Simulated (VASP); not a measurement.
Here is a VASP 6.6.1 calculation.

File INCAR:

```
SYSTEM = Ca
PREC = Accurate
ENCUT = 520
EDIFF = 1E-6
ISMEAR = 0
SIGMA = 0.15
LREAL = .FALSE.
LASPH = .TRUE.
NELM = 60
ALGO = Fast
ISIF = 2
LWAVE = .FALSE.
LCHARG = .FALSE.
GGA = PE
NBANDS = 11
```

File KPOINTS:

```
Automatic mesh
0
G
  14 14 14
  0 0 0
```

POSCAR

```
Ca
1.0
    0.0000000000      2.7942000000      2.7942000000
    2.9199390000      0.0000000000      2.7942000000
    2.9199390000      2.7942000000      0.0000000000
Ca
1
Direct
    0.0000000000      0.0000000000      0.0000000000
```

Potentials or basis: VASP PAW PBE potentials, release 64 (Ca_sv).

Run with:

```sh
$ cat potpaw_PBE.64/Ca_sv/POTCAR > POTCAR
$ mpirun -np 1 vasp_std > vasp.out
```

Task: Predict the band gap on the k mesh.

Result: Zero (band 5 reaches 1.89 eV, above the bottom of band 6 at 1.46 eV).

Task: Estimate the pressure.

Result: -1.2 GPa.

Stress tensor (GPa, compression positive):
```
-1.45  0.00  0.00
 0.00 -1.05  0.00
 0.00  0.00 -1.05
```

Caveat: the cell differs from its parent crystal (strain +0.0450 x Voigt [1, 0, 0, 0, 0, 0]).
